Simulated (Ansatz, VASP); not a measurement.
## Two plane-wave programs on AlNi

```
Al Ni
1.0
     1.92002   -1.94256   -0.00378
     1.95123    1.97354    0.02550
     0.01736    0.02323    3.17529
Al Ni
1 1
Cartesian
  0.0314 0.0482 -0.0253
  1.9340 0.0164 1.5866
```

Change from the starting cell: all atoms moved at random (sigma 0.04 Å), cell strained at random (1 %).

Alike in both runs: task single point; functional PBEsol; k mesh 10 × 10 × 10; occupations gaussian, width 0.1 eV; no spin polarisation.

|  | VASP | Ansatz |
| --- | --- | --- |
| version | VASP 6.6.1 | Ansatz 0.2.0 |
| potentials or method | VASP PAW PBE potentials, release 64 (Al, Ni), cutoff 520 eV | scalar-relativistic, plane waves, PAW |
| valence electrons in the cell | 13 | 21 |

VASP gave:

- gap on the k mesh at the Fermi level (eV): none
- pressure (GPa): -2.9
- traceless stress, the component that is largest in VASP (GPa): -4.94
- rms of the force components (eV/Å): 0.225

**Question.** Which values does Ansatz return?

**Answer.** gap on the k mesh at the Fermi level (eV): none; pressure (GPa): -3.1; traceless stress, the component that is largest in VASP (GPa): -4.78; rms of the force components (eV/Å): 0.223.

VASP's potentials were made for PBE, not for PBEsol. Atom by atom the forces differ by 0.001 eV/Å (rms over components). A gap of «none» marks a metal or a gap that the smearing closes. VASP's potentials hold 13 valence electrons a cell and Ansatz's 21, so a difference there can come from the potentials and not from the codes.
